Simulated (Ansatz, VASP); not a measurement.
## AlN in VASP and in Ansatz

INCAR

```
PREC = Accurate ; ENCUT = 520
EDIFF = 1E-7 ; ISMEAR = -1
SIGMA = 0.02 ; LREAL = False
LASPH = True ; NELM = 80
ALGO = Normal ; ISIF = 2
LWAVE = False ; LCHARG = False
NBANDS = 11
```

Contents of KPOINTS:

```
Automatic mesh
0
Gamma
  10 10 10
```

Contents of POSCAR:

```
AlN
1.0
    0.0000000000      2.0040293008      2.0040293008
    2.0040293008      0.0000000000      2.0040293008
    2.0040293008      2.0040293008      0.0000000000
Al N
1 1
Direct
    0.0000000000      0.0000000000      0.0000000000
    0.5000000000      0.5000000000      0.5000000000
```

Input for Ansatz:

```yaml
crystal:
  lattice:
    - [0.0, 2.0040293008, 2.0040293008]
    - [2.0040293008, 0.0, 2.0040293008]
    - [2.0040293008, 2.0040293008, 0.0]
  atoms:
    - { symbol: Al, position: [0.0, 0.0, 0.0] }
    - { symbol: "N", position: [0.5, 0.5, 0.5] }
kpoints:
  mp_grid: { grid: [10, 10, 10] }
  band_path:
    path:
      - [0.0, 0.0, 0.0]
      - [0.5, 0.0, 0.5]
      - [0.625, 0.25, 0.625]
      - [0.375, 0.375, 0.75]
      - [0.0, 0.0, 0.0]
      - [0.5, 0.5, 0.5]
      - [0.5, 0.25, 0.75]
      - [0.5, 0.0, 0.5]
    npoints: 5
scf:
  occupations: { method: fermi_dirac, width: 0.02 }
hamiltonian:
  xc: lda
  pseudopotentials: { kind: all_electron, lapw: { basis_error: 0.001 } }
output:
  forces: true
  stress: true
  eigenvalues: true
```

Change from the starting cell: volume scaled by 1.04.

Alike in both runs: task single point; functional LDA; k mesh 10 × 10 × 10; occupations fermi-dirac, width 0.02 eV; no spin polarisation.

```csv
,VASP,Ansatz
version,VASP 6.6.1,Ansatz 0.2.0
potentials or method,"VASP PAW LDA potentials, release 64 (Al, N), cutoff 520 eV","all-electron LAPW, scalar-relativistic"
```

```tsv
	VASP	Ansatz	Ansatz less VASP
gap on the k mesh at the Fermi level (eV)	4.72	4.71	-0.005
pressure (GPa)	1.3	0.7	-0.61
```

LDA's correlation is that of Perdew and Zunger in VASP and of Perdew and Wang (1992) in Ansatz. Ansatz ran all-electron here, and VASP with PAW potentials.
